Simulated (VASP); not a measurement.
Write the native input for VASP 6.6.1 that does the following.

```
Task                   : single point
Functional             : PBEsol
Potentials or basis    : VASP PAW PBE potentials, release 64 (Si, O)
Cutoff                 : 520 eV
k mesh                 : 2 × 2 × 2
Occupations            : fermi-dirac, width 0.05 eV
Spin                   : collinear spin, zero start
Starting moments       : [0.0, 0.0, 0.0, 0.0, 0.0, 0.0, 0.0, 0.0, 0.0, 0.0, 0.0, 0.0, 0.0, 0.0, 0.0, 0.0, 0.0] μB
Dipole correction      : no
Further INCAR settings : LREAL = Auto; ALGO = Normal; EDIFF = 1e-07; NBANDS = 53
```

The structure of Si16O (a cell with a defect) lies in POSCAR:

```
Si16O
1.0
    0.0000000000      5.4300000000      5.4300000000
    5.4300000000      0.0000000000      5.4300000000
    5.4300000000      5.4300000000      0.0000000000
Si O
16 1
Direct
    0.0352762431     -0.0578545120      0.0083149171
    0.1117219153      0.1778176796      0.0515930018
   -0.0241804788      0.0550276243      0.4212707182
    0.0578913444      0.0925690608      0.6495488029
   -0.0196316759      0.5643830571     -0.0524309392
    0.1278545120      0.5727163904      0.1421639042
   -0.0024125230      0.4650828729      0.5033885820
    0.2049907919      0.5530755064      0.5949723757
    0.4962154696      0.0163812155      0.0095672192
    0.6462983425      0.1144935543      0.1404604052
    0.4344659300      0.0257734807      0.5037292818
    0.6068784530      0.1244106814      0.6178729282
    0.4887384899      0.4968968692      0.0211141805
    0.6113535912      0.6451289134      0.1395119705
    0.5681123389      0.4874677716      0.5060128913
    0.6144290976      0.6613720074      0.6405801105
    0.1340423573      0.8199907919      0.4095488029
```

The input as run:

INCAR

```
SYSTEM = Si16O
PREC     = Accurate       ! precision mode
ENCUT    = 520            ! plane-wave cutoff, eV
EDIFF    = 1E-7           ! SCF threshold, eV
ISMEAR   = -1             ! smearing method
SIGMA    = 0.05           ! smearing width, eV
LREAL    = Auto         
LASPH    = .True.         ! aspherical terms in the spheres
NELM     = 150            ! most SCF steps
ALGO     = Normal         ! electronic algorithm
ISIF     = 2              ! what is computed and relaxed
LWAVE    = .False.        ! write WAVECAR
LCHARG   = .True.         ! write CHGCAR
ISPIN    = 2              ! spin polarisation
MAGMOM   = 0 0 0 0 0 0 0 0 0 0 0 0 0 0 0 0 0 ! initial moments
LORBIT   = 11             ! projections on sites
GGA      = PS             ! functional
LELF     = .True.         ! ELF
LVHAR    = .True.       
NBANDS   = 53             ! bands
```

KPOINTS

```
regular mesh
0
Gamma
  2 2 2
  0 0 0
```

Potentials or basis: VASP PAW PBE potentials, release 64 (Si, O).

Command:

```bash
$ cat potpaw_PBE.64/Si/POTCAR potpaw_PBE.64/O/POTCAR > POTCAR
$ mpirun -np 1 vasp_std > vasp.out
```

Results of the run:

```yaml
Pressure: -0.4 GPa
Largest_force: 3.176 eV/Å
Band_gap_on_the_k_mesh: 0.23 eV
Net_moment: 0.00 μB per cell
Valence_electrons_inside_the_program's_atomic_spheres: Si 1.66, 1.69, 1.68, 1.73, 1.65, 1.58, 1.71, 1.67 (each value once); O 5.12
```

Caveat: the k points lie up to 0.50 Å⁻¹ apart; the PAW data sets were made with another functional, which shifts forces and pressure a little.

Run time: 6 min on 1 thread of Intel(R) Xeon(R) 6975P-C (Granite Rapids), on a shared host, peak memory 0.71 GiB.
